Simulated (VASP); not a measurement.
# Pd (Fd-3m) in VASP: further runs

Runs on Pd. Level: BLYP. Tasks: single point.

All numbers are computed with VASP 6.6.1; they aren't measurements. Logs are shortened: lines on timing, memory, paths and dates and some standing lists are left out, and cuts for length are marked.

### Step 1. The cell of the first run

Symmetry: Fd-3m, No. 227, cubic system. The conventional cell has a = 5.934 Å, b = 5.934 Å, c = 5.934 Å, α = 90.00°, β = 90.00°, γ = 90.00°. Pd (site symmetry -43m) has 4 Pd at 2.57 Å within 3.4 Å.

### Step 2. Single point, BLYP

INCAR reads:

```
PREC = Accurate
ENCUT = 520
EDIFF = 1E-6
ISMEAR = -1
SIGMA = 0.1
LREAL = F
LASPH = T
NELM = 80
ALGO = Normal
ISIF = 2
LWAVE = F
LCHARG = F
GGA = B5
ALDAX = 1.0
AGGAX = 1.0
AGGAC = 1.0
ALDAC = 0.0
NBANDS = 17
```

KPOINTS reads:

```
regular mesh
0
Gamma
  10 10 10
```

POSCAR reads:

```
Pd
1.0
    0.0000000000      2.9669347856      2.9669347856
    2.9669347856      0.0000000000      2.9669347856
    2.9669347856      2.9669347856      0.0000000000
Pd
2
Direct
    0.1250000000      0.1250000000      0.1250000000
    0.8750000000      0.8750000000      0.8750000000
```

Potentials or basis: VASP PAW PBE potentials, release 64 (Pd).

Run with:

```
> cat potpaw_PBE.64/Pd/POTCAR > POTCAR
> mpirun -np 1 vasp_std > vasp.out
```

OUTCAR:

```text
PREC = Accurate
   ENCUT = 520
   EDIFF = 1E-6
   ISMEAR = -1
   LREAL = F
   LASPH = T
   NELM = 80
   ISIF = 2
   GGA = B5

 ion  position               nearest neighbor table
   1  0.125  0.125  0.125-   2 2.57   2 2.57   2 2.57   2 2.57
   2  0.875  0.875  0.875-   1 2.57   1 2.57   1 2.57   1 2.57

  LATTYP: Found a face centered cubic cell.
 ALAT       =     5.9338695712

  Lattice vectors:

 A1 = (   0.0000000000,   2.9669347856,   2.9669347856)
 A2 = (   2.9669347856,   0.0000000000,   2.9669347856)
 A3 = (   2.9669347856,   2.9669347856,   0.0000000000)

Analysis of symmetry for initial positions (statically):
[... 6 lines left out ...]

 Subroutine GETGRP returns: Found 48 space group operations
 (whereof 12 operations were pure point group operations)
 out of a pool of 48 trial point group operations.

The static configuration has the point symmetry D_3d.
 The point group associated with its full space group is O_h .

Analysis of symmetry for dynamics (positions and initial velocities):
[... 6 lines left out ...]

 Subroutine GETGRP returns: Found 48 space group operations
 (whereof 12 operations were pure point group operations)
 out of a pool of 48 trial point group operations.

The dynamic configuration has the point symmetry D_3d.
 The point group associated with its full space group is O_h .

 Subroutine INISYM returns: Found 48 space group operations
 (whereof 12 operations are pure point group operations),
 and found     1 'primitive' translations

----------------------------------------------------------------------------------------

                                     Primitive cell

  volume of cell :      52.2341

  direct lattice vectors                    reciprocal lattice vectors
     0.000000000  2.966934786  2.966934786    -0.168524095  0.168524095  0.168524095
     2.966934786  0.000000000  2.966934786     0.168524095 -0.168524095  0.168524095
     2.966934786  2.966934786  0.000000000     0.168524095  0.168524095 -0.168524095

  length of vectors
     4.195879412  4.195879412  4.195879412     0.291892295  0.291892295  0.291892295

  position of ions in fractional coordinates (direct lattice)
     0.125000000  0.125000000  0.125000000
     0.875000000  0.875000000  0.875000000

[... 60 lines left out ...]
   total plane-waves  NPLWV =  32768
   dimension x,y,z NGX =    32 NGY =   32 NGZ =   32
   dimension x,y,z NGXF=    64 NGYF=   64 NGZF=   64
   ions per type =               2
   NGX,Y,Z   is equivalent  to a cutoff of  12.68, 12.68, 12.68 a.u.
   NGXF,Y,Z  is equivalent  to a cutoff of  25.36, 25.36, 25.36 a.u.
 SYSTEM =  unknown system
   PREC   = accura    normal or accurate (medium, high low for compatibility)
   ISTART =      0    job   : 0-new  1-cont  2-samecut
   ICHARG =      2    charge: 1-file 2-atom 10-const
   ISPIN  =      1    spin polarized calculation?
   LNONCOLLINEAR =      F non collinear calculations
   LSORBIT =      F    spin-orbit coupling
   LASPH  =      T    aspherical Exc in radial PAW
   ENCUT  =  520.0 eV  38.22 Ry    6.18 a.u.   7.80  7.80  7.80*2*pi/ulx,y,z
   NELM   =     80;   NELMIN=  2; NELMDL= -5     # of ELM steps
   EDIFF  = 0.1E-05   stopping-criterion for ELM
   LREAL  =      F    real-space projection
   EDIFFG = 0.1E-04   stopping-criterion for IOM
   NSW    =      0    number of steps for IOM
   IBRION =     -1    ionic relax: 0-MD 1-quasi-New 2-CG
   NFREE  =      0    steps in history (QN), initial steepest desc. (CG)
   ISIF   =      2    stress and relaxation
   ISYM   =      2    0-nonsym 1-usesym 2-fastsym
   POTIM  = 0.5000    time-step for ionic-motion
   TEBEG  =    0.0;   TEEND  =   0.0 temperature during run
   PSTRESS=    0.0 pullay stress
   NELECT =      20.0000    total number of electrons
   NUPDOWN=      -1.0000    fix difference up-down
   EMIN   =  10.00;   EMAX   =-10.00  energy-range for DOS
   EFERMI =   0.00;   METHOD = LEGACY
   ISMEAR =    -1;   SIGMA  =   0.10  broadening in eV -4-tet -1-fermi 0-gaus
   EFERMI_NEDOS =   21; number of points for ismear=-14 and -15
   IALGO  =     38    algorithm
   IMIX   =      4    mixing-type and parameters
     AMIX     =   0.40;   BMIX     =  1.00
     AMIX_MAG =   1.60;   BMIX_MAG =  1.00
  volume/ion in A,a.u.               =      26.12       176.25
  Fermi-wavevector in a.u.,A,eV,Ry     =   1.188776  2.246462 19.227607  1.413189
  Thomas-Fermi vector in A             =   2.324898
   LORBIT       =      0    0 simple, 1 ext, 2 COOP (PROOUT), +10 PAW based schemes
   GGA     = B5    functional components
   LHFCALC =     F    Hartree Fock is set to
   AEXX    =    0.0000 exact exchange contribution
   IVDW    =     0    specifies the selected vdW correction
   LEPSILON=     F    determine dielectric tensor
   LRPA    =     F    only Hartree local field effects (RPA)
 non-spin polarized calculation
  energy-cutoff  :      520.00
  volume of cell :       52.23
 maximum number of plane-waves:      1422
   NGX = 15   NGY = 15   NGZ = 15

 number of electron      20.0000000 magnetization

 Free energy of the ion-electron system (eV)
  ---------------------------------------------------
  ext. energy  EPLUGINS =         0.00000000
  ---------------------------------------------------
  free energy    TOTEN  =        -7.30446448 eV

  energy without entropy =       -7.12655425  energy(sigma->0) =       -7.21550936

 E-fermi :   3.7181     XC(G=0):  -9.0423

 val. band max:        3.7053890918   @ k =   0.4000   0.2000   0.1000
 cond. band min:       3.7188651666   @ k =  -0.4000   0.3000   0.0000
 fundamental gap:      0.0134760748
 Fermi energy:         3.7181165375

 k-point     1 :       0.0000    0.0000    0.0000
  band No.  band energies     occupation
      1      -0.3841      2.00000
      2       0.7142      2.00000
      3       0.7142      2.00000
      4       0.8217      2.00000
      5       0.8217      2.00000
      6       0.8217      2.00000
[... 457 lines left out ...]
      4       1.1069      2.00000
      5       1.4233      2.00000
      6       1.5498      2.00000
[... 9 lines left out ...]
     16      13.9474      0.00000
     17      20.0150      0.00000

 [... further k-points ...]
[... 5 lines left out ...]
  --------------------------------------------------------------------------------------
  -------------------------------------------------------------------------------------
  Total        0.0159984      0.0159984      0.0159984      0.0000000     -0.0000000      0.0000000
  in kB        0.4907183      0.4907183      0.4907183      0.0000000     -0.0000000      0.0000000
  external PRESSURE =       0.4907183 kB  Pullay stress =       0.0000000 kB

 VOLUME and BASIS-vectors are now :
 -----------------------------------------------------------------------------
  energy-cutoff  :      520.00
  volume of cell :       52.23
      direct lattice vectors                 reciprocal lattice vectors
     0.000000000  2.966934786  2.966934786    -0.168524095  0.168524095  0.168524095
     2.966934786  0.000000000  2.966934786     0.168524095 -0.168524095  0.168524095
     2.966934786  2.966934786  0.000000000     0.168524095  0.168524095 -0.168524095

 POSITION                                       TOTAL-FORCE (eV/Angst)
 -----------------------------------------------------------------------------------
      0.74173      0.74173      0.74173        -0.000000      0.000000      0.000000
      5.19214      5.19214      5.19214         0.000000     -0.000000     -0.000000
 -----------------------------------------------------------------------------------
    total drift:                                0.000000      0.000000     -0.000000

  FREE ENERGIE OF THE ION-ELECTRON SYSTEM (eV)
  ---------------------------------------------------
  free  energy   TOTEN  =        -7.3044644758 eV

  energy  without entropy=       -7.1265542451  energy(sigma->0) =       -7.21550936
```

OSZICAR:

```text
N       E                     dE             d eps       ncg     rms          rms(c)
DAV:   1     0.101926081701E+03    0.10193E+03   -0.96764E+03  1598   0.107E+03
DAV:   2    -0.555764812456E+01   -0.10748E+03   -0.99563E+02  1714   0.222E+02
DAV:   3    -0.745031051855E+01   -0.18927E+01   -0.18748E+01  1885   0.323E+01
DAV:   4    -0.746791284378E+01   -0.17602E-01   -0.17599E-01  1943   0.289E+00
DAV:   5    -0.746829278502E+01   -0.37994E-03   -0.37994E-03  2015   0.462E-01    0.545E+00
DAV:   6    -0.732427412413E+01    0.14402E+00   -0.66716E-01  1809   0.686E+00    0.301E+00
DAV:   7    -0.730898943427E+01    0.15285E-01   -0.33249E-02  1784   0.148E+00    0.176E+00
DAV:   8    -0.730432819240E+01    0.46612E-02   -0.59280E-03  1887   0.609E-01    0.628E-02
DAV:   9    -0.730443039755E+01   -0.10221E-03   -0.17563E-04  2106   0.874E-02    0.370E-02
DAV:  10    -0.730446440515E+01   -0.34008E-04   -0.36803E-05  1761   0.411E-02    0.688E-03
DAV:  11    -0.730446447579E+01   -0.70630E-07   -0.30710E-07  1650   0.413E-03
   1 F= -.73044645E+01 E0= -.72155094E+01  d E =-.177910E+00
```

Run time: 26 s. Hardware: 1 thread of AMD EPYC 9R45 (Zen 5), shared host; peak memory 0.16 GiB.

Results:

* Free energy: -7.3045 eV
* Pressure: 0.0 GPa
* Band gap on the k mesh: zero (band 10 reaches 3.75 eV, above the bottom of band 11 at 3.42 eV)

Levels at points of the mesh, in eV from the Fermi level:
| k point | band 7 | band 8 | band 9 | band 10 | band 11 | band 12 | band 13 | band 14 |
| --- | --- | --- | --- | --- | --- | --- | --- | --- |
| (0.00, 0.00, 0.00) | -1.21 | -1.21 | -1.21 | -0.19 | -0.19 | 11.07 | 11.07 | 11.07 |
| (0.50, 0.00, 0.00) | -0.93 | -0.93 | -0.33 | -0.33 | 0.30 | 1.16 | 8.10 | 8.10 |
| (0.50, 0.50, 0.00) | -1.64 | -1.64 | -0.18 | -0.18 | 1.87 | 1.87 | 4.78 | 4.78 |

Caveat: the PAW data sets were made with another functional, which shifts forces and pressure a little.

### Step 3. Single point, BLYP (volume scaled by 1.04)

INCAR reads:

```
SYSTEM = Pd
PREC = Accurate
ENCUT = 520
EDIFF = 1E-6
ISMEAR = -1
SIGMA = 0.1
LREAL = .FALSE.
LASPH = .TRUE.
NELM = 100
ALGO = Normal
ISIF = 2
LWAVE = .FALSE.
LCHARG = .FALSE.
GGA = B5
ALDAX = 1.0
AGGAX = 1.0
AGGAC = 1.0
ALDAC = 0.0
NBANDS = 17
```

KPOINTS reads:

```
Automatic mesh
0
G
  10 10 10
  0 0 0
```

POSCAR reads:

```
Pd
1.0
    0.0000000000      3.0059778785      3.0059778785
    3.0059778785      0.0000000000      3.0059778785
    3.0059778785      3.0059778785      0.0000000000
Pd
2
Direct
    0.1250000000      0.1250000000      0.1250000000
    0.8750000000      0.8750000000      0.8750000000
```

Potentials or basis: VASP PAW PBE potentials, release 64 (Pd).

Run with:

```
> cat potpaw_PBE.64/Pd/POTCAR > POTCAR
> mpirun -np 1 vasp_std > vasp.out
```

Wall time 25 s (1 thread of AMD EPYC 9R45 (Zen 5), shared host); peak memory 0.16 GiB.

The run converged. Its results:

```yaml
Free_energy: -7.2926 eV
Pressure: -1.9 GPa
Band_gap_on_the_k_mesh: zero (band 10 reaches 3.37 eV, above the bottom of band 11 at 3.06 eV)
```

Levels at points of the mesh, in eV from the Fermi level:
| k point | band 6 | band 7 | band 8 | band 9 | band 10 | band 11 | band 12 | band 13 | band 14 | band 15 |
| --- | --- | --- | --- | --- | --- | --- | --- | --- | --- | --- |
| (0.00, 0.00, 0.00) | -2.74 | -1.15 | -1.15 | -1.15 | -0.20 | -0.20 | 10.77 | 10.77 | 10.77 | 11.27 |
| (0.50, 0.00, 0.00) | -2.61 | -0.89 | -0.89 | -0.32 | -0.32 | 0.40 | 1.12 | 7.91 | 7.91 | 10.68 |
| (0.50, 0.50, 0.00) | -1.63 | -1.55 | -1.55 | -0.18 | -0.18 | 1.83 | 1.83 | 4.74 | 4.74 | 9.11 |

Caveat: the PAW data sets were made with another functional, which shifts forces and pressure a little.
